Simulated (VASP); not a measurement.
**HPb27S: single point with PBE**

The system is HPb27S, a slab with vacuum.

```
CELL_PARAMETERS angstrom
10.50054 0.00000 0.00000
0.00000 10.50054 0.00000
0.00000 0.00000 17.95000
ATOMIC_POSITIONS crystal
Pb 0.00000 0.00000 0.05571
Pb 0.33334 0.00000 0.05571
Pb 0.66667 0.00000 0.05571
Pb 0.00000 0.33334 0.05571
Pb 0.33334 0.33334 0.05571
Pb 0.66667 0.33334 0.05571
Pb 0.00000 0.66667 0.05571
Pb 0.33334 0.66667 0.05571
Pb 0.66667 0.66667 0.05571
Pb 0.16655 0.16690 0.19269
Pb 0.49950 0.16742 0.19303
Pb 0.83408 0.16750 0.19220
Pb 0.16732 0.49996 0.19309
Pb 0.50000 0.49996 0.19329
Pb 0.83247 0.50011 0.19332
Pb 0.16642 0.83319 0.19271
Pb 0.49979 0.83267 0.19306
Pb 0.83415 0.83234 0.19213
Pb 0.00006 0.99997 0.32258
Pb 0.33275 0.99993 0.32454
Pb 0.66750 0.00030 0.32567
Pb 0.99982 0.33314 0.32194
Pb 0.33336 0.33349 0.32222
Pb 0.66679 0.33398 0.32250
Pb 0.99985 0.66688 0.32194
Pb 0.33330 0.66641 0.32231
Pb 0.66685 0.66605 0.32241
S 0.51687 0.00194 0.41595
H 0.45053 0.91330 0.45965
```

| Item | Value |
| --- | --- |
| Program | VASP 6.6.1 |
| Task | single point |
| Functional | PBE |
| Potentials or basis | VASP PAW PBE potentials, release 64 (Pb_d, S, H) |
| Cutoff | 520 eV |
| k mesh | 1 × 1 × 1 |
| Occupations | fermi-dirac, width 0.1 eV |
| Spin | no spin polarisation |

* Largest force: 5.522 eV/Å
* Band gap on the k mesh: zero (an odd number of electrons rules out a gap without spin polarisation)

Forces in eV/Å, atoms in the order of the input:
```
Pb   0.056  0.014  0.306
Pb  -0.087  0.035  0.734
Pb   0.040 -0.052  0.752
Pb  -0.032 -0.281  1.082
Pb   0.024 -0.021  0.670
Pb   0.009  0.111  0.573
Pb   0.047  0.252  0.991
Pb  -0.037 -0.036  0.646
Pb   0.043 -0.023  0.647
Pb  -0.104  0.111 -0.436
Pb  -0.047  0.034 -0.227
Pb   0.147  0.165 -0.482
Pb  -0.056 -0.020 -0.274
Pb   0.012  0.002 -0.106
Pb   0.052  0.002 -0.276
Pb  -0.118 -0.111 -0.446
Pb   0.000 -0.003 -0.175
Pb   0.091 -0.137 -0.374
Pb  -0.050 -0.030 -0.166
Pb  -1.670 -0.029 -1.285
Pb   3.925 -0.203 -3.771
Pb  -0.002 -0.038 -0.541
Pb   0.009 -0.023 -0.496
Pb  -0.054 -0.005 -0.447
Pb  -0.016  0.045 -0.552
Pb   0.012  0.020 -0.437
Pb  -0.005  0.049 -0.438
S   -2.604  0.064  4.870
H    0.414  0.110 -0.342
```

Levels at points of the mesh, in eV from the Fermi level:
| k point | band 191 | band 192 | band 193 | band 194 | band 195 | band 196 |
| --- | --- | --- | --- | --- | --- | --- |
| (0.00, 0.00, 0.00) | -0.09 | -0.07 | -0.04 | 0.02 | 0.08 | 0.20 |

Wall time 29 min on 1 thread of AMD EPYC 7R43 64-Core Processor (Zen 3), with other jobs on the host, peak memory 1.6 GiB.

Caveat: the k points lie up to 0.60 Å⁻¹ apart, too coarse for converged energies and pressures of a metal; there is no dipole correction, which matters where the two faces differ; spin-orbit coupling is left out, which moves the levels of the heavy elements.
